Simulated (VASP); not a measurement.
Wanted: the native input for a VASP 6.6.1 run.

- Task: single point
- Functional: PBEsol
- Potentials or basis: VASP PAW PBE potentials, release 64 (Se)
- Cutoff: 520 eV
- k mesh: 12 × 12 × 8
- Occupations: gaussian, width 0.02 eV
- Spin: no spin polarisation
- Dipole correction: no
- Further INCAR settings: ALGO = Normal; EDIFF = 1e-06; NBANDS = 16

The structure of Se lies in POSCAR:

```
Se
1.0
    4.0384689570      0.0000000000      0.0000000000
   -2.0192344785      3.4974167091      0.0000000000
    0.0000000000      0.0000000000      5.1214644173
Se
3
Direct
    0.2487357190      0.0000000000      0.1666666667
    0.0000000000      0.2487357190      0.8333333333
    0.7512642810      0.7512642810      0.5000000000
```

These files were run (other wordings do the same):

INCAR

```
SYSTEM = Se
PREC = Accurate
ENCUT = 520
EDIFF = 1E-6
ISMEAR = 0
SIGMA = 0.02
LREAL = .FALSE.
LASPH = .TRUE.
NELM = 100
ALGO = Normal
ISIF = 2
LWAVE = .FALSE.
LCHARG = .TRUE.
GGA = PS
LELF = .TRUE.
LVHAR = .TRUE.
NBANDS = 16
```

KPOINTS

```
regular mesh
0
G
  12 12 8
  0 0 0
```

Potentials or basis: VASP PAW PBE potentials, release 64 (Se).

Command:

```console
$ cat potpaw_PBE.64/Se/POTCAR > POTCAR
$ mpirun -np 1 vasp_std > vasp.out
```

It gave:

```yaml
Pressure: 0.2 GPa
Largest_force: 0.030 eV/Å
Band_gap_on_the_k_mesh: 0.44 eV
```

Caveat: semilocal functionals underestimate gaps, and a narrow one can read as zero; the PAW data sets were made with another functional, which shifts forces and pressure a little.

Wall time 3 min on 1 thread of Oxide Virtual Turin-like Processor (shared host), peak memory 0.23 GiB.
